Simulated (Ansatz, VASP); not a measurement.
## One calculation of CdTe, two programs

```
CELL_PARAMETERS angstrom
3.79776 0.00000 0.00000
0.00000 3.79776 0.00000
0.00000 0.00000 3.79776
ATOMIC_POSITIONS crystal
Cd 0.00000 0.00000 0.00000
Te 0.50000 0.50000 0.50000
```

Alike in both runs: task relaxation of cell and atoms; functional PBE; k mesh 14 × 14 × 14; occupations gaussian, width 0.1 eV; no spin polarisation.

|  | VASP | Ansatz |
| --- | --- | --- |
| version | VASP 6.6.1 | Ansatz 0.2.0 |
| potentials or method | VASP PAW PBE potentials, release 64 (Cd, Te), cutoff 600 eV | scalar-relativistic, plane waves, PAW |
| valence electrons in the cell | 18 | 36 |

VASP gave:

```
gap on the k mesh at the Fermi level, each at its own relaxed structure (eV) : none
relaxed volume (Å³/atom)                                                     : 27.13
relaxed cell length with the largest relative difference (Å)                 : 3.786
```

Problem. Which values does Ansatz return?

Solution. gap on the k mesh at the Fermi level, each at its own relaxed structure (eV): none; relaxed volume (Å³/atom): 27.10; relaxed cell length with the largest relative difference (Å): 3.784.

A gap of «none» marks a metal or a gap that the smearing closes. VASP's potentials hold 18 valence electrons a cell and Ansatz's 36, so a difference there can come from the potentials and not from the codes.

Spin-orbit coupling is off throughout.
